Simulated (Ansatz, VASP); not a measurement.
# SiO2 in VASP and in Ansatz

File INCAR:

```
PREC = Accurate
ENCUT = 520
EDIFF = 1E-7
ISMEAR = 0
SIGMA = 0.02
LREAL = Auto
LASPH = True
NELM = 100
ALGO = Normal
ISIF = 2
LWAVE = False
LCHARG = True
LELF = True
LVHAR = True
NBANDS = 63
```

KPOINTS

```
regular mesh
0
Gamma
  4 4 4
```

Contents of POSCAR:

```
SiO2
1.0
    5.2222344634      0.0000000000      0.0000000000
    0.0000000000      7.3674177008      0.0000000000
    0.0000000000      0.0000000000      8.1199052649
Si O
6 12
Direct
    0.2500000000      0.2136282334      0.1037963923
    0.7500000000      0.7863717666      0.8962036077
    0.7500000000      0.2136282334      0.8962036077
    0.2500000000      0.7863717666      0.1037963923
    0.2500000000      0.5000000000      0.3869958164
    0.7500000000      0.5000000000      0.6130041836
    0.0000000000      0.2684260089      0.0000000000
    0.5000000000      0.7315739911      0.0000000000
    0.0000000000      0.7315739911      0.0000000000
    0.5000000000      0.2684260089      0.0000000000
    0.2500000000      0.0000000000      0.1425053543
    0.7500000000      0.0000000000      0.8574946457
    0.2500000000      0.3203322815      0.2751347481
    0.7500000000      0.6796677185      0.7248652519
    0.7500000000      0.3203322815      0.7248652519
    0.2500000000      0.6796677185      0.2751347481
    0.5000000000      0.5000000000      0.5000000000
    0.0000000000      0.5000000000      0.5000000000
```

Input for Ansatz:

```yaml
crystal:
  lattice:
    - [5.2222344634, 0.0, 0.0]
    - [0.0, 7.3674177008, 0.0]
    - [0.0, 0.0, 8.1199052649]
  atoms:
    - { symbol: Si, position: [0.25, 0.2136282334, 0.1037963923] }
    - { symbol: Si, position: [0.75, 0.7863717666, 0.8962036077] }
    - { symbol: Si, position: [0.75, 0.2136282334, 0.8962036077] }
    - { symbol: Si, position: [0.25, 0.7863717666, 0.1037963923] }
    - { symbol: Si, position: [0.25, 0.5, 0.3869958164] }
    - { symbol: Si, position: [0.75, 0.5, 0.6130041836] }
    - { symbol: O, position: [0.0, 0.2684260089, 0.0] }
    - { symbol: O, position: [0.5, 0.7315739911, 0.0] }
    - { symbol: O, position: [0.0, 0.7315739911, 0.0] }
    - { symbol: O, position: [0.5, 0.2684260089, 0.0] }
    - { symbol: O, position: [0.25, 0.0, 0.1425053543] }
    - { symbol: O, position: [0.75, 0.0, 0.8574946457] }
    - { symbol: O, position: [0.25, 0.3203322815, 0.2751347481] }
    - { symbol: O, position: [0.75, 0.6796677185, 0.7248652519] }
    - { symbol: O, position: [0.75, 0.3203322815, 0.7248652519] }
    - { symbol: O, position: [0.25, 0.6796677185, 0.2751347481] }
    - { symbol: O, position: [0.5, 0.5, 0.5] }
    - { symbol: O, position: [0.0, 0.5, 0.5] }
basis:
  ecutwfc: 420
kpoints:
  mp_grid: { grid: [4, 4, 4] }
hamiltonian:
  xc: lda
scf:
  occupations: { method: gaussian, width: 0.02 }
output:
  forces: false
  stress: false
  eigenvalues: true
  eigenstates:
    kpoints:
      - [0.0, -0.020833, 0.0]
      - [0.016622889, -0.020833, 0.0]
      - [-0.016622889, -0.020833, 0.0]
      - [0.0, 0.002618219, 0.0]
      - [0.0, -0.044284219, 0.0]
      - [0.0, -0.020833, 0.025846461]
      - [0.0, -0.020833, -0.025846461]
      - [0.011754157, -0.004250484, 0.0]
      - [-0.011754157, -0.037415516, 0.0]
      - [0.011754157, -0.020833, 0.018276208]
      - [-0.011754157, -0.020833, -0.018276208]
      - [0.0, -0.004250484, 0.018276208]
      - [0.0, -0.037415516, -0.018276208]
      - [0.009597229, -0.007293432, 0.014922461]
      - [-0.009597229, -0.034372568, -0.014922461]
      - [0.0, 0.0, 0.0]
      - [0.016622889, 0.0, 0.0]
      - [-0.016622889, 0.0, 0.0]
      - [0.0, 0.023451219, 0.0]
      - [0.0, -0.023451219, 0.0]
      - [0.0, 0.0, 0.025846461]
      - [0.0, 0.0, -0.025846461]
      - [0.011754157, 0.016582516, 0.0]
      - [-0.011754157, -0.016582516, 0.0]
      - [0.011754157, 0.0, 0.018276208]
      - [-0.011754157, 0.0, -0.018276208]
      - [0.0, 0.016582516, 0.018276208]
      - [0.0, -0.016582516, -0.018276208]
      - [0.009597229, 0.013539568, 0.014922461]
      - [-0.009597229, -0.013539568, -0.014922461]
    e_range: [-6.920154, 6.920154]
checkpoint:
  read: start.run
  write: ck
  compress: false
  write_wavefunctions: false
  write_every: 100000
```

Alike in both runs: task single point; functional LDA; k mesh 4 × 4 × 4; occupations gaussian, width 0.02 eV; no spin polarisation.

|  | VASP | Ansatz |
| --- | --- | --- |
| version | VASP 6.6.1 | Ansatz 0.2.0 |
| potentials or method | VASP PAW LDA potentials, release 64 (Si, O), cutoff 520 eV | scalar-relativistic, plane waves, PAW |
| valence electrons in the cell | 96 | 96 |

|  | VASP | Ansatz | Ansatz less VASP |
| --- | --- | --- | --- |
| gap on the k mesh at the Fermi level (eV) | 5.41 | 5.42 | +0.007 |
| least direct gap on the mesh (eV) | 5.41 | 5.42 | +0.007 |

LDA's correlation is that of Perdew and Zunger in VASP and of Perdew and Wang (1992) in Ansatz.
